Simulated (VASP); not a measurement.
Here is a VASP 6.6.1 calculation.

Contents of INCAR:

```
ALGO = Normal
EDIFF = 1E-6
ENCUT = 520
GGA = PE
ISIF = 2
ISMEAR = 0
LASPH = True
LCHARG = False
LREAL = False
LWAVE = False
NBANDS = 18
NELM = 100
PREC = Accurate
SIGMA = 0.05
```

KPOINTS

```
k-points
0
Gamma
  8 8 8
```

File POSCAR:

```
HfO2
1.0
    0.0000000000      2.5488057612      2.5488057612
    2.5488057612      0.0000000000      2.5488057612
    2.5488057612      2.5488057612      0.0000000000
Hf O
1 2
Direct
    0.0000000000      0.0000000000      0.0000000000
    0.2794255455      0.2794255455      0.1373464433
    0.7500000000      0.7500000000      0.7500000000
```

Potentials or basis: VASP PAW PBE potentials, release 64 (Hf_pv, O).

The run is started by

```bash
$ cat potpaw_PBE.64/Hf_pv/POTCAR potpaw_PBE.64/O/POTCAR > POTCAR
$ mpirun -np 1 vasp_std > vasp.out
```

(1) What does it give for the band gap on the k mesh?

(2) Estimate the largest force.

(3) What does it give for the pressure?

Answers

(1) 3.77 eV, indirect (least direct gap 3.94 eV).

(2) 2.427 eV/Å.

(3) 2.6 GPa.

Caveat: the cell differs from its parent crystal (atom 2 (O) moved by (-0.300, +0.150) A along [1 1 0] and z); spin-orbit coupling is left out, which moves the levels of the heavy elements; forces of over 1 eV/Å act on the atoms, so gaps and moduli don't describe the material at rest.
